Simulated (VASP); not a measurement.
Set up this calculation in VASP 6.6.1, as the native input.

```yaml
Task: relaxation of cell and atoms
Functional: PBE
Potentials_or_basis: VASP PAW PBE potentials, release 64 (Ga_d)
Cutoff: 600 eV
k_mesh: 8 × 8 × 8
Occupations: gaussian, width 0.1 eV
Spin: no spin polarisation
Dipole_correction: no
Further_INCAR_settings: ALGO = Fast; EDIFF = 1e-07; IBRION = 2; EDIFFG = -0.005; NSW = 100; ISIF = 3
```

The structure of Ga lies in POSCAR:

```
Ga
1.0
   -2.9924103506      2.9924103506      2.9924103506
    2.9924103506     -2.9924103506      2.9924103506
    2.9924103506      2.9924103506     -2.9924103506
Ga
6
Direct
    0.2500000000      0.1250000000      0.8750000000
    0.1250000000      0.8750000000      0.2500000000
    0.7500000000      0.3750000000      0.6250000000
    0.8750000000      0.2500000000      0.1250000000
    0.6250000000      0.7500000000      0.3750000000
    0.3750000000      0.6250000000      0.7500000000
```

These files were run (other wordings do the same):

INCAR

```
PREC = Accurate ; ENCUT = 600
EDIFF = 1E-7 ; ISMEAR = 0
SIGMA = 0.1 ; LREAL = F
LASPH = T ; NELM = 80
ALGO = Fast ; ISIF = 3
LWAVE = F ; LCHARG = F
GGA = PE ; IBRION = 2
NSW = 100 ; EDIFFG = -0.005
```

KPOINTS

```
Automatic mesh
0
Gamma
  8 8 8
```

Potentials or basis: VASP PAW PBE potentials, release 64 (Ga_d).

The run is started by

```sh
$ cat potpaw_PBE.64/Ga_d/POTCAR > POTCAR
$ mpirun -np 1 vasp_std > vasp.out
```

It gave:

```
Relaxed volume                        : 18.98 Å³/atom
Relaxed cell                          : a = 5.289 Å, b = 5.289 Å, c = 5.289 Å, α = 109.47°, β = 109.47°, γ = 109.47°
Space group after relaxing (to 0.1 Å) : I-43d (No. 220)
Energy gained by relaxing             : 10.9 meV/atom
Ionic steps                           : 4
Pressure after relaxing               : 0.0 GPa
Band gap on the k mesh                : zero (bands 39 and 40 overlap by 3.63 eV)
```

Run time: 5.2 min on 1 thread of Intel(R) Xeon(R) 6975P-C (Granite Rapids) (shared host), peak memory 0.34 GiB.
